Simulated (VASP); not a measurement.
Cu2S3, 5 atoms in the cell. The structure is cubic, space group Pm-3m (No. 221). Conventional cell: a = 4.555 Å, b = 4.555 Å, c = 4.555 Å, α = 90.00°, β = 90.00°, γ = 90.00°. Within 4.2 Å of Cu (site symmetry m-3m) lie 12 S at 3.22 Å and 8 Cu at 3.94 Å. Cu (site symmetry m-3m) has 6 S at 2.28 Å within 3.0 Å. Within 3.0 Å of S (site symmetry 4/mmm) lie 2 Cu at 2.28 Å. 

* Program: VASP 6.6.1
* Task: single point
* Functional: PBE
* Potentials or basis: VASP PAW PBE potentials, release 64 (Cu, S)
* Cutoff: 520 eV
* k mesh: 4 × 4 × 4
* Occupations: gaussian, width 0.1 eV
* Spin: collinear spin, ferromagnetic start
* Starting moments: [1.0, 1.0, 0.0, 0.0, 0.0] μB
* Dipole correction: no
* Further INCAR settings: ALGO = Normal; EDIFF = 1e-07; NBANDS = 32

Potentials or basis: VASP PAW PBE potentials, release 64 (Cu, S).

The run is started by

```console
$ cat potpaw_PBE.64/Cu/POTCAR potpaw_PBE.64/S/POTCAR > POTCAR
$ mpirun -np 1 vasp_std > vasp.out
```

Hardware: 1 thread of Intel(R) Xeon(R) Platinum 8259CL CPU @ 2.50GHz (Skylake/Cascade Lake) (shared host).

Q: Estimate the wall time of this run.

A: Wall time 82 s on 1 thread of Intel(R) Xeon(R) Platinum 8259CL CPU @ 2.50GHz (Skylake/Cascade Lake), with other jobs on the host, peak memory 0.25 GiB. Counts: scf iterations 23, k points 10.
